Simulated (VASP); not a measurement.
# AlCr2C (k07) (P6_3/mmc) in VASP: further runs, part 2 of 2

VASP 6.6.1.

### 3 Single point, PBE

This run uses another cell than the first one, of 11.09 Å³/atom, 1.019 times its volume.

File INCAR:

```
SYSTEM = AlCr2C
PREC     = Accurate       ! precision mode
ENCUT    = 520            ! plane-wave cutoff, eV
EDIFF    = 1E-7           ! SCF threshold, eV
ISMEAR   = 0              ! smearing method
SIGMA    = 0.1            ! smearing width, eV
LREAL    = .FALSE.        ! projectors in reciprocal space
LASPH    = .TRUE.         ! aspherical terms in the spheres
NELM     = 100            ! most SCF steps
ALGO     = Normal         ! electronic algorithm
ISIF     = 2              ! what is computed and relaxed
LWAVE    = .FALSE.        ! write WAVECAR
LCHARG   = .TRUE.         ! write CHGCAR
GGA      = PE             ! functional
LELF     = .TRUE.         ! ELF
LVHAR    = .TRUE.       
NBANDS   = 41             ! bands
```

File KPOINTS:

```
regular mesh
0
G
  21 21 4
  0 0 0
```

File POSCAR:

```
AlCr2C
1.0
    2.8402177919      0.0000000000      0.0000000000
   -1.4201088960      2.4597007601      0.0000000000
    0.0000000000      0.0000000000     12.7030774052
Al Cr C
2 4 2
Direct
    0.6666666667      0.3333333333      0.2500000000
    0.3333333333      0.6666666667      0.7500000000
    0.3333333333      0.6666666667      0.4157032526
    0.6666666667      0.3333333333      0.9157032526
    0.6666666667      0.3333333333      0.5842967474
    0.3333333333      0.6666666667      0.0842967474
    0.0000000000      0.0000000000      0.5000000000
    0.0000000000      0.0000000000      0.0000000000
```

Potentials or basis: VASP PAW PBE potentials, release 64 (Al, Cr_pv, C).

Launch:

```bash
cat potpaw_PBE.64/Al/POTCAR potpaw_PBE.64/Cr_pv/POTCAR potpaw_PBE.64/C/POTCAR > POTCAR
mpirun -np 1 vasp_std > vasp.out
```

OUTCAR:

```text
SYSTEM = AlCr2C
   PREC = Accurate
   ENCUT = 520
   EDIFF = 1E-7
   ISMEAR = 0
   LREAL = .FALSE.
   LASPH = .TRUE.
   NELM = 100
   ISIF = 2
   GGA = PE

 ion  position               nearest neighbor table
   1  0.667  0.333  0.250-   3 2.67   6 2.67   3 2.67   6 2.67   3 2.67   6 2.67
   2  0.333  0.667  0.750-   4 2.67   5 2.67   4 2.67   5 2.67   4 2.67   5 2.67
   3  0.333  0.667  0.416-   7 1.96   7 1.96   7 1.96   1 2.67   1 2.67   1 2.67   5 2.70   5 2.70
                             5 2.70
   4  0.667  0.333  0.916-   8 1.96   8 1.96   8 1.96   2 2.67   2 2.67   2 2.67   6 2.70   6 2.70
                             6 2.70
   5  0.667  0.333  0.584-   7 1.96   7 1.96   7 1.96   2 2.67   2 2.67   2 2.67   3 2.70   3 2.70
                             3 2.70
   6  0.333  0.667  0.084-   8 1.96   8 1.96   8 1.96   1 2.67   1 2.67   1 2.67   4 2.70   4 2.70
                             4 2.70
   7  0.000  0.000  0.500-   3 1.96   5 1.96   5 1.96   3 1.96   5 1.96   3 1.96
   8  0.000  0.000  0.000-   4 1.96   6 1.96   4 1.96   6 1.96   4 1.96   6 1.96

  LATTYP: Found a hexagonal cell.
 ALAT       =     2.8402177919
 C/A-ratio  =     4.4725715899

  Lattice vectors:

 A1 = (   2.8402177919,   0.0000000000,   0.0000000000)
 A2 = (  -1.4201088960,   2.4597007601,   0.0000000000)
 A3 = (   0.0000000000,   0.0000000000,  12.7030774052)

Analysis of symmetry for initial positions (statically):
=====================================================================
 Subroutine PRICEL returns:
 Original cell was already a primitive cell.

 Routine SETGRP: Setting up the symmetry group for a
 hexagonal supercell.

 Subroutine GETGRP returns: Found 24 space group operations
 (whereof 12 operations were pure point group operations)
 out of a pool of 24 trial point group operations.

The static configuration has the point symmetry D_3d.
 The point group associated with its full space group is D_6h.

Analysis of symmetry for dynamics (positions and initial velocities):
[... 148 lines left out ...]
   LORBIT       =      0    0 simple, 1 ext, 2 COOP (PROOUT), +10 PAW based schemes
   GGA     = PE    functional components
   LHFCALC =     F    Hartree Fock is set to
   AEXX    =    0.0000 exact exchange contribution
   IVDW    =     0    specifies the selected vdW correction
   LEPSILON=     F    determine dielectric tensor
   LRPA    =     F    only Hartree local field effects (RPA)
 non-spin polarized calculation
 Gauss-broadening in eV      SIGMA  =   0.10
  energy-cutoff  :      520.00
  volume of cell :       88.74
 maximum number of plane-waves:      2410
 NGX is ok and might be reduce to    24
   NGX = 11   NGY = 11   NGZ = 47

 number of electron      61.9999994 magnetization

 Free energy of the ion-electron system (eV)
  ---------------------------------------------------
  ext. energy  EPLUGINS =         0.00000000
  ---------------------------------------------------
  free energy    TOTEN  =       -65.50517138 eV

  energy without entropy =      -65.47565364  energy(sigma->0) =      -65.49041251

 E-fermi :   9.9463     XC(G=0): -12.4586

 val. band max:        9.9461633683   @ k =   0.3810   0.0476   0.5000
 cond. band min:       9.9501344396   @ k =   0.3810   0.0000   0.2500
 fundamental gap:      0.0039710713
 Fermi energy:         9.9463184742

 k-point     1 :       0.0000    0.0000    0.0000
  band No.  band energies     occupation
      1     -33.4589      2.00000
      2     -33.4576      2.00000
      3     -33.2527      2.00000
      4     -33.2527      2.00000
      5     -33.2527      2.00000
      6     -33.2527      2.00000
[... 1045 lines left out ...]
     40      13.8975      0.00000
     41      13.9927      0.00000

 [... further k-points ...]

------------------------ aborting loop because EDIFF is reached ----------------------------------------

  FORCE on cell =-STRESS in cart. coord.  units (eV):
  Direction    XX          YY          ZZ          XY          YZ          ZX
  --------------------------------------------------------------------------------------
  -------------------------------------------------------------------------------------
  Total        0.0813273      0.0813273     -0.0098112     -0.0000000      0.0000000     -0.0000000
  in kB        1.4682644      1.4682644     -0.1771299     -0.0000000      0.0000000     -0.0000000
  external PRESSURE =       0.9197996 kB  Pullay stress =       0.0000000 kB

 VOLUME and BASIS-vectors are now :
 -----------------------------------------------------------------------------
  energy-cutoff  :      520.00
  volume of cell :       88.74
      direct lattice vectors                 reciprocal lattice vectors
     2.840217792  0.000000000  0.000000000     0.352085676  0.203276760  0.000000000
    -1.420108896  2.459700760  0.000000000     0.000000000  0.406553519  0.000000000
     0.000000000  0.000000000 12.703077405     0.000000000  0.000000000  0.078721082

 POSITION                                       TOTAL-FORCE (eV/Angst)
 -----------------------------------------------------------------------------------
      1.42011      0.81990      3.17577        -0.000000      0.000000      0.000000
     -0.00000      1.63980      9.52731        -0.000000     -0.000000      0.000000
     -0.00000      1.63980      5.28071         0.000000     -0.000000     -0.041908
      1.42011      0.81990     11.63225        -0.000000     -0.000000     -0.041908
      1.42011      0.81990      7.42237        -0.000000      0.000000      0.041908
     -0.00000      1.63980      1.07083         0.000000      0.000000      0.041908
      0.00000      0.00000      6.35154        -0.000000     -0.000000      0.000000
      0.00000      0.00000      0.00000        -0.000000     -0.000000      0.000000
 -----------------------------------------------------------------------------------
    total drift:                               -0.000000      0.000000     -0.000000

  FREE ENERGIE OF THE ION-ELECTRON SYSTEM (eV)
  ---------------------------------------------------
  free  energy   TOTEN  =       -65.5051713814 eV

  energy  without entropy=      -65.4756536416  energy(sigma->0) =      -65.49041251
```

stdout:

```text
POSCAR found type information on POSCAR AlCrC
 POSCAR found :  3 types and       8 ions
 scaLAPACK will be used
 LDA part: xc-table for (Slater+PW92), standard interpolation
 POSCAR, INCAR and KPOINTS ok, starting setup
 FFT: planning ... GRIDC
 FFT: planning ... GRID_SOFT
 FFT: planning ... GRID
 WAVECAR not read
 entering main loop
```

Wall time 6.9 min (1 thread of Intel Xeon Platinum 8375C at 2.90GHz (Ice Lake), shared host); peak memory 0.53 GiB.

What came out:

| Item | Value |
| --- | --- |
| Free energy | -65.5052 eV |
| Pressure | 0.1 GPa |
| Largest force | 0.042 eV/Å |
| Band gap on the k mesh | zero (band 31 reaches 10.34 eV, above the bottom of band 32 at 9.50 eV) |

Forces on the atoms (eV/Å):
```
Al   0.000  0.000  0.000
Al   0.000  0.000  0.000
Cr   0.000  0.000 -0.042
Cr   0.000  0.000 -0.042
Cr   0.000  0.000  0.042
Cr   0.000  0.000  0.042
C    0.000  0.000  0.000
C    0.000  0.000  0.000
```
